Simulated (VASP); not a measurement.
Runs of VASP 6.6.1 on Be. The structure is that of space group Fm-3m (No. 225), or close to it. The cells are those of the table. This isn't the form of Be at room conditions, which is hcp.

```csv
cell,gap on the mesh (eV),pressure (GPa)
"a = 2.226 Å, angles 60.0°, 1 atom",none,0.4
"a = 2.255 Å, angles 60.0°, 1 atom",none,-4.1
"a = 2.196 Å, angles 60.0°, 1 atom",none,5.7
"a = 2.284 Å, angles 60.0°, 1 atom",none,(a)
```

Alike in all rows: task single point; level PBEsol; potentials or basis VASP PAW PBE potentials, release 64 (Be); no spin polarisation; k mesh 28 × 28 × 28; cutoff (eV) 520; smearing fermi-dirac 0.1 eV.

Problem. Fill in the values left out.

Solution. (a) -7.8.

Caveats: the PAW data sets were made with another functional, which shifts forces and pressure a little; the cell stands under tension (at least some runs); the cell stands under pressure (at least some runs).

A gap of «none» marks levels without a gap at the run's occupations.
